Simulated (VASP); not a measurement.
A run of VASP 6.6.1 is set up as follows.

File INCAR:

```
PREC = Accurate ; ENCUT = 520
EDIFF = 1E-7 ; ISMEAR = 0
SIGMA = 0.05 ; LREAL = False
LASPH = True ; NELM = 60
ALGO = Normal ; ISIF = 2
LWAVE = False ; LCHARG = False
GGA = PE ; NBANDS = 15
```

The input KPOINTS:

```
regular mesh
0
Gamma
  6 6 4
```

POSCAR

```
MgI2
1.0
    4.1387920735      0.0000000000      0.0000000000
   -2.0693960368      3.5842990767      0.0000000000
    0.0000000000      0.0000000000      7.6847014931
Mg I
1 2
Direct
    0.0000000000      0.0000000000      0.0000000000
    0.3333333333      0.6666666667      0.7820264016
    0.6666666667      0.3333333333      0.2179735984
```

Potentials or basis: VASP PAW PBE potentials, release 64 (Mg, I).

Command:

```sh
$ cat potpaw_PBE.64/Mg/POTCAR potpaw_PBE.64/I/POTCAR > POTCAR
$ mpirun -np 1 vasp_std > vasp.out
```

**Question.** Predict the largest force.

**Answer.** 0.093 eV/Å.

**Question.** Estimate the band gap on the k mesh.

**Answer.** 3.60 eV, indirect (least direct gap 3.80 eV).

**Question.** Predict the pressure.

**Answer.** 0.8 GPa.

Forces in eV/Å, atoms in the order of the input:
```
Mg   0.000  0.000  0.000
I    0.000  0.000 -0.093
I    0.000  0.000  0.093
```

Caveat: spin-orbit coupling is left out, which moves the levels of the heavy elements; this functional lacks dispersion, which binds the layers, so the pressure and a relaxed spacing across them are unreliable. A k mesh can miss the band edges.
